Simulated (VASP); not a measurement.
# Si12O23 (a cell with a defect) in VASP: a series of runs, part 2 of 3

VASP 6.6.1. Earlier steps stand in the parts before.

### 3 Single point, PBE

INCAR reads:

```
PREC = Accurate ; ENCUT = 520
EDIFF = 1E-6 ; ISMEAR = -1
SIGMA = 0.02 ; LREAL = Auto
LASPH = True ; NELM = 80
ALGO = Normal ; ISIF = 2
LWAVE = False ; LCHARG = False
GGA = PE ; NBANDS = 116
```

KPOINTS reads:

```
regular mesh
0
Gamma
  2 2 2
```

POSCAR reads:

```
Si12O23
1.0
   -2.4605000000      4.2617110000      5.4163000000
    4.9210000000      0.0000000000      5.4163000000
    4.9210000000      8.5234220000      0.0000000000
Si O
12 23
Direct
    0.1850737730      0.6468788578      0.9184186422
    0.3157938146      0.8797761013      0.0765248278
    0.2512581298      0.2061514867      0.1209560836
    0.1789570338      0.6640703231      0.4161020840
    0.3186792269      0.8541153626      0.5819202157
    0.2572986116      0.2610954848      0.6453585622
    0.6687736202      0.1444829952      0.1565607053
    0.8083015009      0.3363214969      0.3173118449
    0.7566605286      0.7443135837      0.3836384570
    0.6885030442      0.1553405742      0.6585507320
    0.8210846552      0.3553534710      0.8245088649
    0.7529037839      0.7553608556      0.8905418463
    0.2833154826      0.4130799425      0.9900385112
    0.5588957525     -0.1586313857      0.0114588142
    0.6853394549      0.3231558997      0.2121216528
    0.4351912518      0.1404167733      0.2009754748
    0.0460118295      0.2669740177      0.2453131616
    0.7682481072      0.1832283554      0.9776275129
    0.2942016482      0.4426118627      0.4954357934
    0.2273820901      0.0794371077      0.6020971456
    0.7477519138      0.3252400281      0.6967456081
    0.4470025733      0.1832082954      0.7177319718
    0.0617191603      0.3342079013      0.7720883899
    0.7577170516      0.1813383136      0.4801572602
    0.7946330457      0.9307799138      0.2373741865
    0.7383960939      0.5643977121      0.3312818478
    0.2022587230      0.8335665216      0.4763392211
    0.9437497995      0.6676197737      0.4579369215
    0.5574927398      0.8164603182      0.5069584909
    0.2723464590      0.7149989982      0.2375414229
    0.7968780109      0.9326358863      0.7389981519
    0.7106559015      0.5766015961      0.8500560004
    0.2251829770      0.8165995667      0.9717766074
    0.9443269489      0.6726457423      0.9608655454
    0.2811820323      0.6869330065      0.7395541116
```

Potentials or basis: VASP PAW PBE potentials, release 64 (Si, O).

Run with:

```bash
cat potpaw_PBE.64/Si/POTCAR potpaw_PBE.64/O/POTCAR > POTCAR
mpirun -np 1 vasp_std > vasp.out
```

OUTCAR:

```text
PREC = Accurate
   ENCUT = 520
   EDIFF = 1E-6
   ISMEAR = -1
   LREAL = Auto
   LASPH = True
   NELM = 80
   ISIF = 2
   GGA = PE

 ion  position               nearest neighbor table
   1  0.185  0.647  0.918-  35 1.62  34 1.63  13 1.64  33 1.64  12 3.09   5 3.10
   2  0.316  0.880  0.077-  14 1.64  30 1.64  33 1.64   3 2.44  12 3.12   4 3.14
   3  0.251  0.206  0.121-  17 1.63  16 1.64  13 1.65   2 2.44   7 3.06
   4  0.179  0.664  0.416-  30 1.62  27 1.62  28 1.62  19 1.63   5 3.03   9 3.06   6 3.07   2 3.14

   5  0.319  0.854  0.582-  27 1.62  20 1.62  35 1.62  29 1.62   4 3.03   1 3.10   6 3.11
   6  0.257  0.261  0.645-  20 1.62  22 1.63  23 1.63  19 1.63  10 3.03  11 3.06   4 3.07   5 3.11

   7  0.669  0.144  0.157-  16 1.62  18 1.63  15 1.63  25 1.63   8 3.00   9 3.06   3 3.06  11 3.09
[... 30 lines left out ...]
  34  0.944  0.673  0.961-  12 1.62   1 1.63
  35  0.281  0.687  0.740-   5 1.62   1 1.62

  LATTYP: Found a base centered monoclinic cell.
 ALAT       =    11.8979604831
 B/A-ratio  =     0.7163767295
 C/A-ratio  =     0.8272005940
 COS(beta)  =    -0.4136002970

[... 232 lines left out ...]
 fundamental gap:      5.4913423528
 Fermi energy:         2.1210176123

 k-point     1 :       0.0000    0.0000    0.0000
  band No.  band energies     occupation
      1     -18.2851      2.00000
      2     -17.8127      2.00000
      3     -17.7724      2.00000
      4     -17.6247      2.00000
      5     -17.3776      2.00000
      6     -17.2997      2.00000
[... 853 lines left out ...]
    104      10.1969      0.00000
    105      10.2527      0.00000
 [bands above 105 left out]

------------------------ aborting loop because EDIFF is reached ----------------------------------------

  FORCE on cell =-STRESS in cart. coord.  units (eV):
  Direction    XX          YY          ZZ          XY          YZ          ZX
  --------------------------------------------------------------------------------------
  -------------------------------------------------------------------------------------
  Total        2.0911262      6.9594597      4.3399167      1.4451851      1.9882059     -3.5179332
  in kB        7.3737899     24.5406489     15.3035404      5.0960538      7.0108694    -12.4050381
  external PRESSURE =      15.7393264 kB  Pullay stress =       0.0000000 kB

 VOLUME and BASIS-vectors are now :
 -----------------------------------------------------------------------------
  energy-cutoff  :      520.00
  volume of cell :      454.36
      direct lattice vectors                 reciprocal lattice vectors
    -2.460500000  4.261711000  5.416300000    -0.101605365  0.058661885  0.092313941
     4.921000000  0.000000000  5.416300000     0.101605365 -0.058661885  0.092313941
     4.921000000  8.523422000  0.000000000     0.050802682  0.087992827 -0.046156971

 POSITION                                       TOTAL-FORCE (eV/Angst)
 -----------------------------------------------------------------------------------
      7.24745      8.61680      4.50611        -0.013234      0.011892      0.000522
      3.92895      1.99808      6.47557         0.039291     -0.003845      0.017917
      0.99148      2.10175      2.47747        -0.016417      0.006636     -0.026143
      4.87520      4.30928      4.56609        -0.019193     -0.009612     -0.001952
      6.28262      6.31807      6.35221         0.015486      0.004717      0.013854
      3.82758      6.59720      2.80778         0.001970      0.008284     -0.007538
[... 27 lines left out ...]
      5.71499     12.21431      8.75801        -0.009432     -0.012549      0.007050
      6.32789      7.50185      5.24360         0.007600     -0.007554      0.004471
 -----------------------------------------------------------------------------------
    total drift:                               -0.013009      0.003535      0.015870

  FREE ENERGIE OF THE ION-ELECTRON SYSTEM (eV)
  ---------------------------------------------------
  free  energy   TOTEN  =      -274.2378077127 eV

  energy  without entropy=     -274.2378077127  energy(sigma->0) =     -274.23780771
```

Wall time 8.4 min (1 thread of AMD EPYC 9R14 (Zen 4), shared host); peak memory 0.6 GiB.

What came out:

- Free energy: -274.2378 eV
- Pressure: 1.6 GPa
- Largest force: 0.043 eV/Å
- Band gap on the k mesh: 5.49 eV

Forces in eV/Å, atoms in the order of the input:
```
Si  -0.013  0.012  0.001
Si   0.039 -0.004  0.018
Si  -0.016  0.007 -0.026
Si  -0.019 -0.010 -0.002
Si   0.015  0.005  0.014
Si   0.002  0.008 -0.008
Si  -0.015 -0.004 -0.001
Si   0.006 -0.004  0.012
Si   0.005  0.006 -0.012
Si  -0.013  0.001  0.002
Si   0.007 -0.011 -0.008
Si   0.012  0.016  0.000
O    0.009 -0.004  0.001
O   -0.011 -0.012  0.007
O   -0.010 -0.005 -0.001
O   -0.011  0.020  0.009
O    0.009 -0.024 -0.008
O    0.009 -0.002  0.007
O    0.009  0.001 -0.002
O   -0.002  0.009  0.004
O   -0.015  0.005 -0.005
O   -0.007  0.003  0.001
O    0.004 -0.008 -0.001
O    0.012 -0.003  0.003
O    0.007  0.001 -0.003
O   -0.003  0.016  0.006
O   -0.008  0.010 -0.007
O   -0.005 -0.012  0.004
O   -0.008 -0.009 -0.006
O    0.016  0.013 -0.005
O    0.009  0.003 -0.003
O   -0.001  0.002  0.004
O   -0.014 -0.007 -0.007
O   -0.009 -0.013  0.007
O    0.008 -0.008  0.004
```

Stress tensor (GPa, compression positive):
```
 0.74  0.51 -1.24
 0.51  2.45  0.70
-1.24  0.70  1.53
```

Levels at points of the mesh, in eV from the valence-band top:
```tsv
k point	band 90	band 91	band 92	band 93	band 94	band 95	band 96	band 97
(0.00, 0.00, 0.00)	-0.81	-0.74	-0.68	-0.18	5.49	6.00	6.55	6.81
(0.50, 0.00, 0.00)	-0.71	-0.64	-0.53	-0.20	5.99	6.10	6.71	6.97
(0.00, 0.50, 0.00)	-0.74	-0.70	-0.64	0.00	5.73	6.37	6.51	6.88
(0.50, 0.50, 0.00)	-0.77	-0.65	-0.56	0.00	5.87	6.35	6.60	7.28
(0.00, 0.00, 0.50)	-0.84	-0.74	-0.68	-0.19	5.63	6.34	6.54	6.67
(0.50, 0.00, 0.50)	-0.79	-0.66	-0.62	-0.21	5.91	6.21	6.85	7.01
(0.00, 0.50, 0.50)	-0.74	-0.69	-0.64	-0.01	5.85	6.32	6.52	6.84
(0.50, 0.50, 0.50)	-0.69	-0.62	-0.61	-0.02	5.88	6.34	6.63	7.13
```

Caveat: the k points lie up to 0.47 Å⁻¹ apart.

### 4 Single point, PBE

INCAR reads:

```
SYSTEM = Si12O23
PREC = Accurate
ENCUT = 520
EDIFF = 1E-7
ISMEAR = -1
SIGMA = 0.02
LREAL = Auto
LASPH = .True.
NELM = 100
ALGO = Normal
ISIF = 2
LWAVE = .False.
LCHARG = .False.
GGA = PE
NBANDS = 116
```

KPOINTS reads:

```
regular mesh
0
Gamma
  2 2 2
  0 0 0
```

POSCAR reads:

```
Si12O23
1.0
   -2.4605000000      4.2617110000      5.4163000000
    4.9210000000      0.0000000000      5.4163000000
    4.9210000000      8.5234220000      0.0000000000
Si O
12 23
Direct
    0.1655785186      0.6431032384      0.9126707801
    0.3268200063      0.8349751306      0.0711148156
    0.2629264582      0.2187409162      0.1300488725
    0.1829974605      0.6559304054      0.4118859432
    0.3136735631      0.8522779167      0.5784477086
    0.2489425034      0.2560337720      0.6432328465
    0.6771278449      0.1550721809      0.1595240521
    0.8225220784      0.3399561816      0.3237789482
    0.7507463632      0.7490619931      0.3920972076
    0.6810291169      0.1524847209      0.6605236396
    0.8147739608      0.3536369470      0.8261649897
    0.7256726436      0.7579951739      0.9011705524
    0.2746279693      0.4170698687      0.9857950202
    0.4681435721     -0.0189012849      0.0223904658
    0.7227845821      0.3268066517      0.2044921624
    0.4370917284      0.1878374668      0.2111863490
    0.0627369075      0.2883505507      0.2598411097
    0.7716615551      0.1816935027      0.9809003311
    0.2909136866      0.4349892360      0.4927681560
    0.2130572070      0.0755071266      0.6015583597
    0.7353978722      0.3228103142      0.7018447284
    0.4406931801      0.1791964124      0.7111251827
    0.0549391206      0.3353448371      0.7678424635
    0.7644488797      0.1771344891      0.4817875732
    0.7836687794      0.9327056828      0.2435977172
    0.7307676211      0.5654463995      0.3451160333
    0.2297199733      0.8297492215      0.4530898344
    0.9444816706      0.6779375086      0.4588391934
    0.5555974756      0.8162456646      0.5210584583
    0.2741433884      0.6827107371      0.2314822739
    0.7823919472      0.9303296524      0.7465600826
    0.7018967974      0.5755289360      0.8503233440
    0.2240660693      0.8107506876      0.9596456878
    0.9235064108      0.6767917633      0.9687769268
    0.2511259716      0.6854790909      0.7326476015
```

Run with:

```bash
cat potpaw_PBE.64/Si/POTCAR potpaw_PBE.64/O/POTCAR > POTCAR
mpirun -np 1 vasp_std > vasp.out
```

Wall time 8.7 min (1 thread of Intel Xeon 6975P-C (Granite Rapids), shared host); peak memory 0.62 GiB.

Results (log left out):

- Free energy: -269.7140 eV
- Pressure: 2.2 GPa
- Largest force: 0.108 eV/Å
- Band gap on the k mesh: 1.50 eV

Forces on the atoms (eV/Å):
```
Si  -0.017 -0.006 -0.001
Si   0.033 -0.031 -0.066
Si  -0.020  0.003 -0.016
Si  -0.023 -0.013  0.001
Si   0.008 -0.009  0.000
Si   0.001  0.000 -0.008
Si  -0.018  0.007  0.009
Si   0.013  0.001  0.014
Si   0.012  0.022 -0.002
Si  -0.016  0.001 -0.004
Si   0.008 -0.012  0.003
Si   0.042  0.008 -0.024
O   -0.005  0.000 -0.006
O    0.016  0.018  0.106
O   -0.013  0.010  0.006
O   -0.012  0.006  0.015
O    0.008 -0.005  0.007
O    0.000  0.008  0.007
O   -0.001 -0.001 -0.010
O   -0.002  0.006 -0.002
O    0.002  0.005 -0.018
O   -0.018 -0.010 -0.001
O   -0.003 -0.018 -0.005
O    0.004  0.000  0.015
O    0.017  0.011 -0.004
O    0.000  0.024  0.007
O   -0.027  0.001  0.011
O    0.001 -0.001  0.007
O    0.007 -0.005  0.002
O    0.016 -0.002 -0.027
O    0.007 -0.006  0.005
O    0.006  0.012 -0.010
O   -0.028 -0.013 -0.011
O   -0.004  0.002  0.002
O    0.004 -0.017  0.002
```

Stress tensor (GPa, compression positive):
```
0.53 0.27 0.15
0.27 3.30 1.01
0.15 1.01 2.82
```

Levels at points of the mesh, in eV from the valence-band top:
```
           k point  band 90  band 91  band 92  band 93  band 94  band 95  band 96  band 97
(0.00, 0.00, 0.00)    -2.78    -2.75    -2.57    -0.27     1.50     3.78     4.20     4.31
(0.50, 0.00, 0.00)    -2.69    -2.63    -2.50    -0.08     1.52     3.85     4.12     4.76
(0.00, 0.50, 0.00)    -2.72    -2.69    -2.56    -0.03     1.52     3.58     4.26     4.86
(0.50, 0.50, 0.00)    -2.72    -2.68    -2.50     0.00     1.59     3.59     4.18     5.09
(0.00, 0.00, 0.50)    -2.80    -2.77    -2.57    -0.20     1.50     3.85     4.08     4.52
(0.50, 0.00, 0.50)    -2.75    -2.63    -2.58    -0.08     1.53     3.95     4.13     4.66
(0.00, 0.50, 0.50)    -2.76    -2.64    -2.57    -0.02     1.53     3.61     4.18     4.96
(0.50, 0.50, 0.50)    -2.72    -2.62    -2.51    -0.02     1.59     3.58     4.22     5.06
```

Caveat: the k points lie up to 0.47 Å⁻¹ apart.

[end of part 2 of 3]
